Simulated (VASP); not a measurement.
# Nb2SiO2 (F222) in VASP: single point with PBE

Aim: the single point of Nb2SiO2 with PBE.

Everything below comes from runs of VASP 6.6.1. Logs are shortened: lines on timing, memory, paths and dates and some standing lists are left out, and cuts for length are marked.

## (1) The cell of the first run

Symmetry: F222, No. 22, orthorhombic system. The conventional cell has a = 6.214 Å, b = 7.794 Å, c = 8.635 Å, α = 90.00°, β = 90.00°, γ = 90.00°. Nb (site symmetry 2) has 2 O at 1.90 Å within 2.5 Å. Si (site symmetry 222) has 4 Nb at 2.71 Å and 6 O at 3.12 to 3.33 Å within 3.6 Å. Within 2.5 Å of O (site symmetry 2) lie 2 Nb at 1.90 Å and 1 O at 2.40 Å.

The cell was built from a structure type or drawn by symmetry, and may not be a known phase.

## (2) Single point, PBE

INCAR

```
SYSTEM = Nb2SiO2
PREC = Accurate ; ENCUT = 600
EDIFF = 1E-6 ; ISMEAR = 0
SIGMA = 0.15 ; LREAL = .FALSE.
LASPH = .TRUE. ; NELM = 120
ALGO = Normal ; ISIF = 2
LWAVE = .FALSE. ; LCHARG = .FALSE.
GGA = PE ; NBANDS = 29
GGA_COMPAT = .FALSE.
```

KPOINTS

```
Automatic mesh
0
G
  3 3 3
  0 0 0
```

POSCAR

```
Nb2SiO2
1.0
    0.0000000000      4.3174840511      3.8970565675
    3.1070299826      0.0000000000      3.8970565675
    3.1070299826      4.3174840511      0.0000000000
Nb Si O
2 1 2
Direct
    0.3167737405      0.3167737405      0.6832262595
    0.6832262595      0.6832262595      0.3167737405
    0.7500000000      0.7500000000      0.7500000000
    0.3890058258      0.1109941742      0.3890058258
    0.1109941742      0.3890058258      0.1109941742
```

Potentials or basis: VASP PAW PBE potentials, release 64 (Nb_sv, Si, O).

Launch:

```bash
cat potpaw_PBE.64/Nb_sv/POTCAR potpaw_PBE.64/Si/POTCAR potpaw_PBE.64/O/POTCAR > POTCAR
mpirun -np 1 vasp_std > vasp.out
```

OUTCAR:

```text
SYSTEM = Nb2SiO2
   PREC = Accurate
   ENCUT = 600
   EDIFF = 1E-6
   ISMEAR = 0
   LREAL = .FALSE.
   LASPH = .TRUE.
   NELM = 120
   ISIF = 2
   GGA = PE

 ion  position               nearest neighbor table
   1  0.317  0.317  0.683-   4 1.90   5 1.90   3 2.71   3 2.71   2 2.86
   2  0.683  0.683  0.317-   4 1.90   5 1.90   3 2.71   3 2.71   1 2.86
   3  0.750  0.750  0.750-   1 2.71   1 2.71   2 2.71   2 2.71
   4  0.389  0.111  0.389-   2 1.90   1 1.90
   5  0.111  0.389  0.111-   2 1.90   1 1.90

  LATTYP: Found a face centered orthorhombic cell.
 ALAT       =     6.2140599652
 B/A-ratio  =     1.2542706666
 C/A-ratio  =     1.3895855770

  Lattice vectors:

 A1 = (   0.0000000000,   4.3174840511,  -3.8970565675)
 A2 = (   3.1070299826,   4.3174840511,   0.0000000000)
 A3 = (   3.1070299826,   0.0000000000,  -3.8970565675)

Analysis of symmetry for initial positions (statically):
=====================================================================
 Subroutine PRICEL returns:
 Original cell was already a primitive cell.

 Routine SETGRP: Setting up the symmetry group for a
 face centered orthorhombic supercell.

 Subroutine GETGRP returns: Found  4 space group operations
 (whereof  4 operations were pure point group operations)
 out of a pool of  8 trial point group operations.

The static configuration has the point symmetry D_2 .

Analysis of symmetry for dynamics (positions and initial velocities):
=====================================================================
 Subroutine PRICEL returns:
 Original cell was already a primitive cell.

 Routine SETGRP: Setting up the symmetry group for a
 face centered orthorhombic supercell.

 Subroutine GETGRP returns: Found  4 space group operations
 (whereof  4 operations were pure point group operations)
 out of a pool of  8 trial point group operations.

The dynamic configuration has the point symmetry D_2 .

 Subroutine INISYM returns: Found  4 space group operations
 (whereof  4 operations are pure point group operations),
 and found     1 'primitive' translations

----------------------------------------------------------------------------------------

                                     Primitive cell

  volume of cell :     104.5545

  direct lattice vectors                    reciprocal lattice vectors
     0.000000000  4.317484051  3.897056567    -0.160925386  0.115808187  0.128301961
     3.107029983  0.000000000  3.897056567     0.160925386 -0.115808187  0.128301961
     3.107029983  4.317484051  0.000000000     0.160925386  0.115808187 -0.128301961

  length of vectors
     5.816160110  4.984043058  5.319239029     0.236156536  0.236156536  0.236156536

  position of ions in fractional coordinates (direct lattice)
     0.316773740  0.316773740  0.683226260
     0.683226260  0.683226260  0.316773740
     0.750000000  0.750000000  0.750000000
     0.389005826  0.110994174  0.389005826
     0.110994174  0.389005826  0.110994174

  ion indices of the primitive-cell ions
   primitive index   ion index
                 1           1
                 2           2
                 3           3
                 4           4
                 5           5

----------------------------------------------------------------------------------------

 KPOINTS: Automatic mesh

Automatic generation of k-mesh.
 Grid dimensions read from file:
 generate k-points for:    3    3    3

 Generating k-lattice:

  Cartesian coordinates                     Fractional coordinates (reciprocal lattice)
    -0.053641795  0.038602729  0.042767320     0.333333333  0.000000000  0.000000000
     0.053641795 -0.038602729  0.042767320     0.000000000  0.333333333  0.000000000
     0.053641795  0.038602729 -0.042767320    -0.000000000 -0.000000000  0.333333333

  Length of vectors
     0.078718845  0.078718845  0.078718845

  Shift w.r.t. Gamma in fractional coordinates (k-lattice)
     0.000000000  0.000000000  0.000000000

 Subroutine IBZKPT returns following result:
 ===========================================

 Found      8 irreducible k-points:

 Following reciprocal coordinates:
            Coordinates               Weight
  0.000000  0.000000  0.000000      1.000000
  0.333333 -0.000000 -0.000000      8.000000
  0.333333  0.333333  0.000000      2.000000
 -0.333333  0.333333  0.000000      4.000000
  0.333333  0.000000  0.333333      2.000000
 -0.333333  0.000000  0.333333      4.000000
  0.000000  0.333333  0.333333      2.000000
 -0.333333  0.333333  0.333333      4.000000
   k-points           NKPTS =      8   k-points in BZ     NKDIM =      8   number of bands    NBANDS=     29
   number of dos      NEDOS =    301   number of ions     NIONS =      5
   total plane-waves  NPLWV =  80640
   dimension x,y,z NGX =    48 NGY =   40 NGZ =   42
   dimension x,y,z NGXF=    96 NGYF=   80 NGZF=   84
   ions per type =               2   1   2
   NGX,Y,Z   is equivalent  to a cutoff of  13.72, 13.34, 13.13 a.u.
   NGXF,Y,Z  is equivalent  to a cutoff of  27.44, 26.68, 26.25 a.u.
 SYSTEM =  Nb2SiO2
   PREC   = accura    normal or accurate (medium, high low for compatibility)
   ISTART =      0    job   : 0-new  1-cont  2-samecut
   ICHARG =      2    charge: 1-file 2-atom 10-const
   ISPIN  =      1    spin polarized calculation?
   LNONCOLLINEAR =      F non collinear calculations
   LSORBIT =      F    spin-orbit coupling
   LASPH  =      T    aspherical Exc in radial PAW
   ENCUT  =  600.0 eV  44.10 Ry    6.64 a.u.  11.62  9.95 10.62*2*pi/ulx,y,z
   NELM   =    120;   NELMIN=  2; NELMDL= -5     # of ELM steps
   EDIFF  = 0.1E-05   stopping-criterion for ELM
   LREAL  =      F    real-space projection
   EDIFFG = 0.1E-04   stopping-criterion for IOM
   NSW    =      0    number of steps for IOM
   IBRION =     -1    ionic relax: 0-MD 1-quasi-New 2-CG
   NFREE  =      0    steps in history (QN), initial steepest desc. (CG)
   ISIF   =      2    stress and relaxation
   ISYM   =      2    0-nonsym 1-usesym 2-fastsym
   POTIM  = 0.5000    time-step for ionic-motion
   TEBEG  =    0.0;   TEEND  =   0.0 temperature during run
   PSTRESS=    0.0 pullay stress
   NELECT =      42.0000    total number of electrons
   NUPDOWN=      -1.0000    fix difference up-down
   EMIN   =  10.00;   EMAX   =-10.00  energy-range for DOS
   EFERMI =   0.00;   METHOD = LEGACY
   ISMEAR =     0;   SIGMA  =   0.15  broadening in eV -4-tet -1-fermi 0-gaus
   EFERMI_NEDOS =   21; number of points for ismear=-14 and -15
   IALGO  =     38    algorithm
   IMIX   =      4    mixing-type and parameters
     AMIX     =   0.40;   BMIX     =  1.00
     AMIX_MAG =   1.60;   BMIX_MAG =  1.00
  volume/ion in A,a.u.               =      20.91       141.11
  Fermi-wavevector in a.u.,A,eV,Ry     =   1.207935  2.282667 19.852361  1.459107
  Thomas-Fermi vector in A             =   2.343558
   LORBIT       =      0    0 simple, 1 ext, 2 COOP (PROOUT), +10 PAW based schemes
   GGA     = PE    functional components
   LHFCALC =     F    Hartree Fock is set to
   AEXX    =    0.0000 exact exchange contribution
   IVDW    =     0    specifies the selected vdW correction
   LEPSILON=     F    determine dielectric tensor
   LRPA    =     F    only Hartree local field effects (RPA)
 non-spin polarized calculation
 Gauss-broadening in eV      SIGMA  =   0.15
  energy-cutoff  :      600.00
  volume of cell :      104.55
 maximum number of plane-waves:      3512
 NGX is ok and might be reduce to    48
   NGX = 23   NGY = 19   NGZ = 21

 number of electron      42.0000000 magnetization

 Free energy of the ion-electron system (eV)
  ---------------------------------------------------
  ext. energy  EPLUGINS =         0.00000000
  ---------------------------------------------------
  free energy    TOTEN  =       -39.97817126 eV

  energy without entropy =      -39.95779389  energy(sigma->0) =      -39.96798257

 E-fermi :   4.0867     XC(G=0):  -9.2453

 val. band max:        4.0342402657   @ k =  -0.3333   0.3333   0.0000
 cond. band min:       4.4132365537   @ k =  -0.3333   0.0000   0.3333
 fundamental gap:      0.3789962880
 Fermi energy:         4.0867280486

 k-point     1 :       0.0000    0.0000    0.0000
  band No.  band energies     occupation
      1     -51.1433      2.00000
      2     -51.0621      2.00000
      3     -28.0150      2.00000
      4     -27.4962      2.00000
      5     -27.2206      2.00000
      6     -27.1418      2.00000
[... 21 lines left out ...]
     28       8.0059      0.00000
     29       8.7573      0.00000

 k-point     2 :       0.3333   -0.0000   -0.0000
  band No.  band energies     occupation
      1     -51.1322      2.00000
      2     -51.0733      2.00000
      3     -27.8997      2.00000
      4     -27.6476      2.00000
      5     -27.1947      2.00000
      6     -27.1201      2.00000
[... 21 lines left out ...]
     28       7.8111      0.00000
     29       8.1836      0.00000

 k-point     3 :       0.3333    0.3333    0.0000
  band No.  band energies     occupation
      1     -51.1244      2.00000
      2     -51.0811      2.00000
      3     -28.0385      2.00000
      4     -27.4803      2.00000
      5     -27.1937      2.00000
      6     -27.1188      2.00000
[... 21 lines left out ...]
     28       7.3711      0.00000
     29       8.4295      0.00000

 k-point     4 :      -0.3333    0.3333    0.0000
  band No.  band energies     occupation
      1     -51.1194      2.00000
      2     -51.0862      2.00000
      3     -27.9241      2.00000
      4     -27.6227      2.00000
      5     -27.1847      2.00000
      6     -27.0943      2.00000
[... 21 lines left out ...]
     28       7.8128      0.00000
     29       8.2351      0.00000

 k-point     5 :       0.3333    0.0000    0.3333
  band No.  band energies     occupation
      1     -51.1431      2.00000
      2     -51.0623      2.00000
      3     -28.0205      2.00000
      4     -27.4945      2.00000
      5     -27.2202      2.00000
      6     -27.1503      2.00000
[... 21 lines left out ...]
     28       8.3141      0.00000
     29       8.5178      0.00000

 k-point     6 :      -0.3333    0.0000    0.3333
  band No.  band energies     occupation
      1     -51.1320      2.00000
      2     -51.0734      2.00000
      3     -27.9043      2.00000
      4     -27.6448      2.00000
      5     -27.1946      2.00000
      6     -27.1270      2.00000
[... 21 lines left out ...]
     28       8.0279      0.00000
     29       9.1990      0.00000

 k-point     7 :       0.0000    0.3333    0.3333
  band No.  band energies     occupation
      1     -51.1196      2.00000
      2     -51.0859      2.00000
      3     -27.9286      2.00000
      4     -27.6196      2.00000
      5     -27.1849      2.00000
      6     -27.1007      2.00000
[... 21 lines left out ...]
     28       8.0174      0.00000
     29       8.2731      0.00000

 k-point     8 :      -0.3333    0.3333    0.3333
  band No.  band energies     occupation
      1     -51.1243      2.00000
      2     -51.0811      2.00000
      3     -28.0438      2.00000
      4     -27.4783      2.00000
      5     -27.1935      2.00000
      6     -27.1269      2.00000
[... 21 lines left out ...]
     28       8.1804      0.00000
     29       9.2908      0.00000

------------------------ aborting loop because EDIFF is reached ----------------------------------------

  FORCE on cell =-STRESS in cart. coord.  units (eV):
  Direction    XX          YY          ZZ          XY          YZ          ZX
  --------------------------------------------------------------------------------------
  -------------------------------------------------------------------------------------
  Total       -0.1406505      0.1592389     -0.2178412      0.0000000      0.0000000      0.0000000
  in kB       -2.1553057      2.4401523     -3.3381640      0.0000000      0.0000000      0.0000000
  external PRESSURE =      -1.0177725 kB  Pullay stress =       0.0000000 kB

 VOLUME and BASIS-vectors are now :
 -----------------------------------------------------------------------------
  energy-cutoff  :      600.00
  volume of cell :      104.55
      direct lattice vectors                 reciprocal lattice vectors
     0.000000000  4.317484051  3.897056567    -0.160925386  0.115808187  0.128301961
     3.107029983  0.000000000  3.897056567     0.160925386 -0.115808187  0.128301961
     3.107029983  4.317484051  0.000000000     0.160925386  0.115808187 -0.128301961

 POSITION                                       TOTAL-FORCE (eV/Angst)
 -----------------------------------------------------------------------------------
      3.10703      4.31748      2.46897        -0.000000     -0.000000      0.012911
      3.10703      4.31748      5.32514        -0.000000     -0.000000     -0.012911
      4.66054      6.47623      5.84558         0.000000      0.000000      0.000000
      1.55351      3.35905      1.94853        -0.000000      0.019709      0.000000
      1.55351      0.95843      1.94853        -0.000000     -0.019709      0.000000
 -----------------------------------------------------------------------------------
    total drift:                                0.000000     -0.000001     -0.000002

  FREE ENERGIE OF THE ION-ELECTRON SYSTEM (eV)
  ---------------------------------------------------
  free  energy   TOTEN  =       -39.9781712557 eV

  energy  without entropy=      -39.9577938907  energy(sigma->0) =      -39.96798257
```

Run time: 24 s. Hardware: 1 thread of Intel Xeon 6975P-C (Granite Rapids), shared host; peak memory 0.27 GiB.

Results:

```yaml
Free_energy: -39.9782 eV
Pressure: -0.1 GPa
Largest_force: 0.020 eV/Å
Band_gap_on_the_k_mesh: zero (bands 21 and 22 overlap by 0.03 eV)
```

Forces on the atoms (eV/Å):
```
Nb   0.000  0.000  0.013
Nb   0.000  0.000 -0.013
Si   0.000  0.000  0.000
O    0.000  0.020  0.000
O    0.000 -0.020  0.000
```

Levels at points of the mesh, in eV from the Fermi level:
| k point | band 18 | band 19 | band 20 | band 21 | band 22 | band 23 | band 24 | band 25 |
| --- | --- | --- | --- | --- | --- | --- | --- | --- |
| (0.00, 0.00, 0.00) | -1.16 | -0.58 | -0.30 | -0.24 | 0.91 | 1.23 | 1.64 | 1.77 |

Caveat: the k points lie up to 0.49 Å⁻¹ apart.
